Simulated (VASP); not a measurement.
# CdS (P6_3mc) in VASP: further runs

The runs below take CdS through single point, with LDA.

All numbers are computed with VASP 6.6.1; they aren't measurements. Logs are shortened: lines on timing, memory, paths and dates and some standing lists are left out, and cuts for length are marked.

## Step 1: The cell of the first run

The structure is hexagonal, space group P6_3mc (No. 186). The conventional cell has a = 4.150 Å, b = 4.150 Å, c = 6.737 Å, α = 90.00°, β = 90.00°, γ = 120.00°. Cd (site symmetry 3m) has 4 S at 2.53 to 2.54 Å within 3.3 Å. Within 3.3 Å of S (site symmetry 3m) lie 4 Cd at 2.53 to 2.54 Å.

## Step 2: Single point, LDA

Input file INCAR:

```
ALGO = Normal
EDIFF = 1E-6
ENCUT = 520
ISIF = 2
ISMEAR = 0
LASPH = T
LCHARG = T
LELF = T
LREAL = F
LVHAR = T
LWAVE = F
NBANDS = 26
NELM = 60
PREC = Accurate
SIGMA = 0.01
```

Input file KPOINTS:

```
k-points
0
Gamma
  6 6 4
```

Input file POSCAR:

```
CdS
1.0
    4.1500000000      0.0000000000      0.0000000000
   -2.0750000000      3.5940054300      0.0000000000
    0.0000000000      0.0000000000      6.7370000000
Cd S
2 2
Direct
    0.3333333300      0.6666666700      0.0000000000
    0.6666666700      0.3333333300      0.5000000000
    0.3333333300      0.6666666700      0.3750000000
    0.6666666700      0.3333333300      0.8750000000
```

Potentials or basis: VASP PAW LDA potentials, release 64 (Cd, S).

The run is started by

```sh
$ cat potpaw_LDA.64/Cd/POTCAR potpaw_LDA.64/S/POTCAR > POTCAR
$ mpirun -np 1 vasp_std > vasp.out
```

OUTCAR:

```text
EDIFF = 1E-6
   ENCUT = 520
   ISIF = 2
   ISMEAR = 0
   LASPH = T
   LREAL = F
   NELM = 60
   PREC = Accurate

 ion  position               nearest neighbor table
   1  0.333  0.667  0.000-   3 2.53   4 2.54   4 2.54   4 2.54
   2  0.667  0.333  0.500-   4 2.53   3 2.54   3 2.54   3 2.54
   3  0.333  0.667  0.375-   1 2.53   2 2.54   2 2.54   2 2.54
   4  0.667  0.333  0.875-   2 2.53   1 2.54   1 2.54   1 2.54

  LATTYP: Found a hexagonal cell.
 ALAT       =     4.1500000000
 C/A-ratio  =     1.6233734940

  Lattice vectors:

 A1 = (   4.1500000000,   0.0000000000,   0.0000000000)
 A2 = (  -2.0750000000,   3.5940054300,   0.0000000000)
 A3 = (   0.0000000000,   0.0000000000,   6.7370000000)

Analysis of symmetry for initial positions (statically):
=====================================================================
 Subroutine PRICEL returns:
 Original cell was already a primitive cell.

 Routine SETGRP: Setting up the symmetry group for a
 hexagonal supercell.

 Subroutine GETGRP returns: Found 12 space group operations
 (whereof  6 operations were pure point group operations)
 out of a pool of 24 trial point group operations.

The static configuration has the point symmetry C_3v.
 The point group associated with its full space group is C_6v.

Analysis of symmetry for dynamics (positions and initial velocities):
=====================================================================
 Subroutine PRICEL returns:
 Original cell was already a primitive cell.

 Routine SETGRP: Setting up the symmetry group for a
 hexagonal supercell.

 Subroutine GETGRP returns: Found 12 space group operations
 (whereof  6 operations were pure point group operations)
 out of a pool of 24 trial point group operations.

The dynamic configuration has the point symmetry C_3v.
 The point group associated with its full space group is C_6v.

 Subroutine INISYM returns: Found 12 space group operations
 (whereof  6 operations are pure point group operations),
 and found     1 'primitive' translations

----------------------------------------------------------------------------------------

                                     Primitive cell

  volume of cell :     100.4832

  direct lattice vectors                    reciprocal lattice vectors
     4.150000000  0.000000000  0.000000000     0.240963855  0.139120547  0.000000000
    -2.075000000  3.594005430  0.000000000     0.000000000  0.278241093  0.000000000
     0.000000000  0.000000000  6.737000000     0.000000000  0.000000000  0.148434021

  length of vectors
     4.150000000  4.150000004  6.737000000     0.278241094  0.278241093  0.148434021

  position of ions in fractional coordinates (direct lattice)
     0.333333330  0.666666670  0.000000000
     0.666666670  0.333333330  0.500000000
     0.333333330  0.666666670  0.375000000
     0.666666670  0.333333330  0.875000000

  ion indices of the primitive-cell ions
   primitive index   ion index
                 1           1
                 2           2
                 3           3
                 4           4

----------------------------------------------------------------------------------------

 KPOINTS: k-points

Automatic generation of k-mesh.
 Grid dimensions read from file:
 generate k-points for:    6    6    4

 Generating k-lattice:

  Cartesian coordinates                     Fractional coordinates (reciprocal lattice)
     0.040160643  0.023186758  0.000000000     0.166666667 -0.000000000  0.000000000
     0.000000000  0.046373516  0.000000000     0.000000000  0.166666667  0.000000000
     0.000000000  0.000000000  0.037108505     0.000000000  0.000000000  0.250000000

  Length of vectors
     0.046373516  0.046373516  0.037108505

  Shift w.r.t. Gamma in fractional coordinates (k-lattice)
     0.000000000  0.000000000  0.000000000

 Subroutine IBZKPT returns following result:
 ===========================================

 Found     21 irreducible k-points:

 Following reciprocal coordinates:
            Coordinates               Weight
  0.000000  0.000000  0.000000      1.000000
  0.166667  0.000000  0.000000      6.000000
  0.333333  0.000000  0.000000      6.000000
  0.500000  0.000000  0.000000      3.000000
  0.166667  0.166667  0.000000      6.000000
  0.333333  0.166667  0.000000     12.000000
[... 13 lines left out ...]
  0.333333  0.166667  0.500000     12.000000
  0.333333  0.333333  0.500000      2.000000
   k-points           NKPTS =     21   k-points in BZ     NKDIM =     21   number of bands    NBANDS=     26
   number of dos      NEDOS =    301   number of ions     NIONS =      4
   total plane-waves  NPLWV =  51200
   dimension x,y,z NGX =    32 NGY =   32 NGZ =   50
   dimension x,y,z NGXF=    64 NGYF=   64 NGZF=  100
   ions per type =               2   2
   NGX,Y,Z   is equivalent  to a cutoff of  12.82, 12.82, 12.34 a.u.
   NGXF,Y,Z  is equivalent  to a cutoff of  25.64, 25.64, 24.68 a.u.
 SYSTEM =  unknown system
   PREC   = accura    normal or accurate (medium, high low for compatibility)
   ISTART =      0    job   : 0-new  1-cont  2-samecut
   ICHARG =      2    charge: 1-file 2-atom 10-const
   ISPIN  =      1    spin polarized calculation?
   LNONCOLLINEAR =      F non collinear calculations
   LSORBIT =      F    spin-orbit coupling
   LASPH  =      T    aspherical Exc in radial PAW
   ENCUT  =  520.0 eV  38.22 Ry    6.18 a.u.   7.72  7.72 12.53*2*pi/ulx,y,z
   NELM   =     60;   NELMIN=  2; NELMDL= -5     # of ELM steps
   EDIFF  = 0.1E-05   stopping-criterion for ELM
   LREAL  =      F    real-space projection
   EDIFFG = 0.1E-04   stopping-criterion for IOM
   NSW    =      0    number of steps for IOM
   IBRION =     -1    ionic relax: 0-MD 1-quasi-New 2-CG
   NFREE  =      0    steps in history (QN), initial steepest desc. (CG)
   ISIF   =      2    stress and relaxation
   ISYM   =      2    0-nonsym 1-usesym 2-fastsym
   POTIM  = 0.5000    time-step for ionic-motion
   TEBEG  =    0.0;   TEEND  =   0.0 temperature during run
   PSTRESS=    0.0 pullay stress
   NELECT =      36.0000    total number of electrons
   NUPDOWN=      -1.0000    fix difference up-down
   EMIN   =  10.00;   EMAX   =-10.00  energy-range for DOS
   EFERMI =   0.00;   METHOD = LEGACY
   ISMEAR =     0;   SIGMA  =   0.01  broadening in eV -4-tet -1-fermi 0-gaus
   EFERMI_NEDOS =   21; number of points for ismear=-14 and -15
   IALGO  =     38    algorithm
   IMIX   =      4    mixing-type and parameters
     AMIX     =   0.40;   BMIX     =  1.00
     AMIX_MAG =   1.60;   BMIX_MAG =  1.00
  volume/ion in A,a.u.               =      25.12       169.52
  Fermi-wavevector in a.u.,A,eV,Ry     =   1.162727  2.197236 18.394190  1.351935
  Thomas-Fermi vector in A             =   2.299285
   LORBIT       =      0    0 simple, 1 ext, 2 COOP (PROOUT), +10 PAW based schemes
   GGA     = CA    functional components
   LHFCALC =     F    Hartree Fock is set to
   AEXX    =    0.0000 exact exchange contribution
   IVDW    =     0    specifies the selected vdW correction
   LEPSILON=     F    determine dielectric tensor
   LRPA    =     F    only Hartree local field effects (RPA)
 non-spin polarized calculation
 Gauss-broadening in eV      SIGMA  =   0.01
  energy-cutoff  :      520.00
  volume of cell :      100.48
 maximum number of plane-waves:      2731
 NGX is ok and might be reduce to    32
   NGX = 15   NGY = 15   NGZ = 25

 number of electron      35.9999996 magnetization

 Free energy of the ion-electron system (eV)
  ---------------------------------------------------
  ext. energy  EPLUGINS =         0.00000000
  ---------------------------------------------------
  free energy    TOTEN  =       -14.77841999 eV

  energy without entropy =      -14.77841999  energy(sigma->0) =      -14.77841999

 E-fermi :   1.1151     XC(G=0):  -9.5250

 val. band max:        1.0149099784   @ k =   0.0000   0.0000   0.0000
 cond. band min:       1.9533014145   @ k =   0.0000   0.0000   0.0000
 fundamental gap:      0.9383914361
 Fermi energy:         1.1150848947

 k-point     1 :       0.0000    0.0000    0.0000
  band No.  band energies     occupation
      1     -11.2676      2.00000
      2     -10.8257      2.00000
      3      -6.7087      2.00000
      4      -6.6851      2.00000
      5      -6.6851      2.00000
      6      -6.5998      2.00000
[... 18 lines left out ...]
     25       8.4387      0.00000
     26       8.4522      0.00000

 k-point     2 :       0.1667    0.0000    0.0000
  band No.  band energies     occupation
      1     -11.1718      2.00000
      2     -10.7854      2.00000
      3      -6.6749      2.00000
      4      -6.6496      2.00000
      5      -6.6188      2.00000
      6      -6.5553      2.00000
[... 18 lines left out ...]
     25       8.3438      0.00000
     26       9.0054      0.00000

 k-point     3 :       0.3333    0.0000    0.0000
  band No.  band energies     occupation
      1     -10.9645      2.00000
      2     -10.7186      2.00000
      3      -6.6192      2.00000
      4      -6.5966      2.00000
      5      -6.4828      2.00000
      6      -6.4420      2.00000
[... 18 lines left out ...]
     25       9.1470      0.00000
     26       9.6382      0.00000

 k-point     4 :       0.5000    0.0000    0.0000
  band No.  band energies     occupation
      1     -10.8418      2.00000
      2     -10.7038      2.00000
      3      -6.6027      2.00000
      4      -6.5813      2.00000
      5      -6.4075      2.00000
      6      -6.3925      2.00000
[... 18 lines left out ...]
     25       9.2047      0.00000
     26      10.8789      0.00000
[... 409 lines left out ...]
      1     -10.8670      2.00000
      2     -10.8670      2.00000
      3      -6.5708      2.00000
      4      -6.5708      2.00000
      5      -6.5416      2.00000
      6      -6.5416      2.00000
[... 18 lines left out ...]
     25       8.8164      0.00000
     26       8.8164      0.00000

 k-point    20 :       0.3333    0.1667    0.5000
  band No.  band energies     occupation
      1     -10.7627      2.00000
      2     -10.7627      2.00000
      3      -6.5487      2.00000
      4      -6.5487      2.00000
      5      -6.4937      2.00000
      6      -6.4937      2.00000
[... 18 lines left out ...]
     25       9.2837      0.00000
     26       9.2837      0.00000

 k-point    21 :       0.3333    0.3333    0.5000
  band No.  band energies     occupation
      1     -10.7292      2.00000
      2     -10.7292      2.00000
      3      -6.5187      2.00000
      4      -6.5187      2.00000
      5      -6.4949      2.00000
      6      -6.4949      2.00000
[... 18 lines left out ...]
     25      10.1520      0.00000
     26      10.1524      0.00000

------------------------ aborting loop because EDIFF is reached ----------------------------------------

  FORCE on cell =-STRESS in cart. coord.  units (eV):
  Direction    XX          YY          ZZ          XY          YZ          ZX
  --------------------------------------------------------------------------------------
  -------------------------------------------------------------------------------------
  Total       -1.7261796     -1.7261796     -1.3628277      0.0000000     -0.0000000      0.0000000
  in kB      -27.5234699    -27.5234700    -21.7299222      0.0000000     -0.0000000      0.0000000
  external PRESSURE =     -25.5922874 kB  Pullay stress =       0.0000000 kB

 VOLUME and BASIS-vectors are now :
 -----------------------------------------------------------------------------
  energy-cutoff  :      520.00
  volume of cell :      100.48
      direct lattice vectors                 reciprocal lattice vectors
     4.150000000  0.000000000  0.000000000     0.240963855  0.139120547  0.000000000
    -2.075000000  3.594005430  0.000000000     0.000000000  0.278241093  0.000000000
     0.000000000  0.000000000  6.737000000     0.000000000  0.000000000  0.148434021

 POSITION                                       TOTAL-FORCE (eV/Angst)
 -----------------------------------------------------------------------------------
     -0.00000      2.39600      0.00000        -0.000000      0.000000     -0.062562
      2.07500      1.19800      3.36850         0.000000     -0.000000     -0.062562
     -0.00000      2.39600      2.52637        -0.000000      0.000000      0.062562
      2.07500      1.19800      5.89487         0.000000     -0.000000      0.062562
 -----------------------------------------------------------------------------------
    total drift:                               -0.000015      0.000008     -0.000616

  FREE ENERGIE OF THE ION-ELECTRON SYSTEM (eV)
  ---------------------------------------------------
  free  energy   TOTEN  =       -14.7784199925 eV

  energy  without entropy=      -14.7784199925  energy(sigma->0) =      -14.77841999
```

Run time: 51 s. Hardware: 1 thread of Intel Xeon 8259CL, shared host; peak memory 0.2 GiB.

Results:

```
Free energy            : -14.7784 eV
Pressure               : -2.6 GPa
Largest force          : 0.063 eV/Å
Band gap on the k mesh : 0.94 eV
```

Forces on the atoms (eV/Å):
```
Cd   0.000  0.000 -0.063
Cd   0.000  0.000 -0.063
S    0.000  0.000  0.063
S    0.000  0.000  0.063
```

Stress tensor (GPa, compression positive):
```
-2.75  0.00  0.00
 0.00 -2.75  0.00
 0.00  0.00 -2.17
```

Levels at points of the mesh, in eV from the valence-band top:
```
           k point  band 15  band 16  band 17  band 18  band 19  band 20  band 21  band 22
(0.00, 0.00, 0.00)    -0.78    -0.05     0.00     0.00     0.94     2.56     6.28     6.28
(0.50, 0.00, 0.00)    -2.69    -1.89    -1.33    -0.74     3.51     3.67     4.90     6.18
(0.00, 0.00, 0.50)    -0.40    -0.40    -0.40    -0.40     2.62     2.62     5.98     5.98
(0.50, 0.00, 0.50)    -1.35    -1.35    -1.35    -1.35     3.25     3.25     5.21     5.21
```

## Step 3: Single point, LDA, non-collinear spin, zero start, spin-orbit coupling

Input file INCAR:

```
SYSTEM = CdS
PREC = Accurate ; ENCUT = 520
EDIFF = 1E-7 ; ISMEAR = 0
SIGMA = 0.01 ; LREAL = .FALSE.
LASPH = .TRUE. ; NELM = 150
ALGO = Normal ; ISIF = 2
LWAVE = .FALSE. ; LCHARG = .TRUE.
MAGMOM = 0 0 0 0 0 0 0 0 0 0 0 0 ; LORBIT = 11
LSORBIT = .TRUE. ; GGA_COMPAT = .FALSE.
LORBMOM = .TRUE. ; GGA = CA
LVHAR = .TRUE. ; NBANDS = 50
```

Input file KPOINTS:

```
regular mesh
0
G
  6 6 4
  0 0 0
```

POSCAR is that of step 2.

Potentials or basis: VASP PAW LDA potentials, release 64 (Cd, S).

The run is started by

```sh
$ cat potpaw_LDA.64/Cd/POTCAR potpaw_LDA.64/S/POTCAR > POTCAR
$ mpirun -np 1 vasp_ncl > vasp.out
```

OUTCAR:

```text
SYSTEM = CdS
   PREC = Accurate
   ENCUT = 520
   EDIFF = 1E-7
   ISMEAR = 0
   LREAL = .FALSE.
   LASPH = .TRUE.
   NELM = 150
   ISIF = 2
   LORBIT = 11
   LSORBIT = .TRUE.
   GGA = CA

 ion  position               nearest neighbor table
   1  0.333  0.667  0.000-   3 2.53   4 2.54   4 2.54   4 2.54
   2  0.667  0.333  0.500-   4 2.53   3 2.54   3 2.54   3 2.54
   3  0.333  0.667  0.375-   1 2.53   2 2.54   2 2.54   2 2.54
   4  0.667  0.333  0.875-   2 2.53   1 2.54   1 2.54   1 2.54

  LATTYP: Found a hexagonal cell.
 ALAT       =     4.1500000000
 C/A-ratio  =     1.6233734940

  Lattice vectors:

 A1 = (   4.1500000000,   0.0000000000,   0.0000000000)
 A2 = (  -2.0750000000,   3.5940054300,   0.0000000000)
 A3 = (   0.0000000000,   0.0000000000,   6.7370000000)

Analysis of symmetry for initial positions (statically):
=====================================================================
 Subroutine PRICEL returns:
 Original cell was already a primitive cell.

 Routine SETGRP: Setting up the symmetry group for a
 hexagonal supercell.

 Subroutine GETGRP returns: Found 12 space group operations
[... 1505 lines left out ...]
     0.0000000     0.0000000     0.0000000     0.0000000     0.0000000     0.0000000     0.0000000
     0.0000000     0.0000000     0.0000000     0.0000000     0.0000000     0.0000000     0.0000000
     0.0000000     0.0000000     0.0000000     0.0000000     0.0000000     0.0000000     0.0000000
     0.0000000     0.0000000     0.0000000     0.0000000     0.0000000     0.0000000     0.0000000
[... 49 lines left out ...]
 l=   2
     0.0000000     0.0000000     0.0000000     0.0000000     0.0000000
     0.0000000     0.0000000     0.0000000     0.0000000     0.0000000
     0.0000000     0.0000000     0.0000000     0.0000000     0.0000000
     0.0000000     0.0000000     0.0000000     0.0000000     0.0000000
     0.0000000     0.0000000     0.0000000     0.0000000     0.0000000
 l=   3
     0.0000000     0.0000000     0.0000000     0.0000000     0.0000000     0.0000000     0.0000000
     0.0000000     0.0000000     0.0000000     0.0000000     0.0000000     0.0000000     0.0000000
     0.0000000     0.0000000     0.0000000     0.0000000     0.0000000     0.0000000     0.0000000
     0.0000000     0.0000000     0.0000000     0.0000000     0.0000000     0.0000000     0.0000000
     0.0000000     0.0000000     0.0000000     0.0000000     0.0000000     0.0000000     0.0000000
     0.0000000     0.0000000     0.0000000     0.0000000     0.0000000     0.0000000     0.0000000
     0.0000000     0.0000000     0.0000000     0.0000000     0.0000000     0.0000000     0.0000000

 total charge

# of ion       s       p       d       tot
------------------------------------------
    1        0.437   0.327   9.553  10.317
    2        0.437   0.327   9.553  10.317
    3        1.324   2.371   0.000   3.694
    4        1.324   2.371   0.000   3.694
--------------------------------------------------
tot          3.522   5.394  19.106  28.022

 magnetization (x)

# of ion       s       p       d       tot
------------------------------------------
    1        0.000   0.000   0.000   0.000
    2       -0.000  -0.000   0.000  -0.000
    3        0.000  -0.000   0.000   0.000
    4       -0.000   0.000   0.000   0.000
--------------------------------------------------
tot         -0.000   0.000   0.000   0.000

 magnetization (y)

# of ion       s       p       d       tot
------------------------------------------
    1        0.000   0.000  -0.000  -0.000
    2        0.000   0.000   0.000   0.000
    3        0.000   0.000   0.000   0.000
    4        0.000   0.000   0.000   0.000
--------------------------------------------------
tot          0.000   0.000  -0.000  -0.000

 magnetization (z)

# of ion       s       p       d       tot
------------------------------------------
    1        0.000  -0.000   0.000  -0.000
    2        0.000  -0.000   0.000  -0.000
    3       -0.000   0.000   0.000  -0.000
    4       -0.000   0.000   0.000  -0.000
--------------------------------------------------
tot          0.000  -0.000   0.000  -0.000
```

stdout:

```text
POSCAR found type information on POSCAR CdS
 POSCAR found :  2 types and       4 ions
 scaLAPACK will be used
 LDA part: xc-table for (Slater(with rela. corr.)+CA(PZ))
 , standard interpolation
 POSCAR, INCAR and KPOINTS ok, starting setup
 FFT: planning ... GRIDC
 FFT: planning ... GRID_SOFT
 FFT: planning ... GRID
 WAVECAR not read
 entering main loop
```

Run time: 5.1 min. Hardware: 1 thread of Intel Xeon 8259CL, shared host; peak memory 0.43 GiB.

What came out:

```
Free energy                                           : -14.8402 eV
Pressure                                              : -2.7 GPa
Largest force                                         : 0.062 eV/Å
Net moment                                            : 0.00 μB per cell
Valence electrons inside the program's atomic spheres : Cd 10.32; S 3.69
```

Forces in eV/Å, atoms in the order of the input:
```
Cd   0.000  0.000 -0.062
Cd   0.000  0.000 -0.062
S    0.000  0.000  0.062
S    0.000  0.000  0.062
```

Stress tensor (GPa, compression positive):
```
-2.91  0.00  0.00
 0.00 -2.91  0.00
 0.00  0.00 -2.32
```

Moments on the atoms (μB; x, y, z):
```
Cd  0.00 0.00 0.00
Cd  0.00 0.00 0.00
S   0.00 0.00 0.00
S   0.00 0.00 0.00
```
